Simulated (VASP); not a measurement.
Write the native input for VASP 6.6.1 that does the following.

```
Task                   : single point
Functional             : PBE
Potentials or basis    : VASP PAW PBE potentials, release 64 (K_sv, S)
Cutoff                 : 500 eV
k mesh                 : 6 × 6 × 6
Occupations            : gaussian, width 0.02 eV
Spin                   : no spin polarisation
Dipole correction      : no
Further INCAR settings : ALGO = Normal; EDIFF = 1e-06; NBANDS = 19
```

The structure of K2S lies in POSCAR:

```
K2S
1.0
    0.0000000000      3.7306303271      3.7306303271
    3.7306303271      0.0000000000      3.7306303271
    3.7306303271      3.7306303271      0.0000000000
K S
2 1
Direct
    0.2500000000      0.2500000000      0.2500000000
    0.7500000000      0.7500000000      0.7500000000
    0.0000000000      0.0000000000      0.0000000000
```

These files were run (other wordings do the same):

INCAR

```
SYSTEM = K2S
PREC = Accurate ; ENCUT = 500
EDIFF = 1E-6 ; ISMEAR = 0
SIGMA = 0.02 ; LREAL = .FALSE.
LASPH = .TRUE. ; NELM = 120
ALGO = Normal ; ISIF = 2
LWAVE = .FALSE. ; LCHARG = .TRUE.
GGA = PE ; LELF = .TRUE.
LVHAR = .TRUE. ; NBANDS = 19
GGA_COMPAT = .FALSE.
```

KPOINTS

```
Automatic mesh
0
G
  6 6 6
  0 0 0
```

Potentials or basis: VASP PAW PBE potentials, release 64 (K_sv, S).

Run with:

```sh
$ cat potpaw_PBE.64/K_sv/POTCAR potpaw_PBE.64/S/POTCAR > POTCAR
$ mpirun -np 1 vasp_std > vasp.out
```

It gave:

```yaml
Pressure: 0.0 GPa
Band_gap_on_the_k_mesh: 2.32 eV, indirect (least direct gap 2.50 eV)
```

Run time: 22 s on 1 thread of Intel(R) Xeon(R) 6975P-C (Granite Rapids) (shared host), peak memory 0.23 GiB.
